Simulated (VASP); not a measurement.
A run of VASP 6.6.1:

The input INCAR:

```
  ALGO = Normal
  EDIFF = 1E-6
  EDIFFG = -0.03
  ENCUT = 600
  GGA = PS
  IBRION = 2
  ISIF = 3
  ISMEAR = -1
  LASPH = True
  LCHARG = False
  LREAL = False
  LWAVE = False
  NELM = 60
  NSW = 80
  PREC = Accurate
  SIGMA = 0.1
```

File KPOINTS:

```
k-points
0
Gamma
  9 9 9
```

File POSCAR:

```
Al
1.0
    0.0000000000      2.0248050000      2.0248050000
    2.0248050000      0.0000000000      2.0248050000
    2.0248050000      2.0248050000      0.0000000000
Al
1
Direct
    0.0000000000      0.0000000000      0.0000000000
```

Potentials or basis: VASP PAW PBE potentials, release 64 (Al).

Command:

```console
$ cat potpaw_PBE.64/Al/POTCAR > POTCAR
$ mpirun -np 1 vasp_std > vasp.out
```

Hardware: 1 thread of Intel(R) Xeon(R) Platinum 8375C CPU @ 2.90GHz (Ice Lake) (shared host).

**Question.** How long does it take, and how much memory?

**Answer.** Wall time 4.7 s on 1 thread of Intel(R) Xeon(R) Platinum 8375C CPU @ 2.90GHz (Ice Lake), on a shared host, peak memory 0.13 GiB. Counts: scf iterations 18, k points 35, ion steps 3.
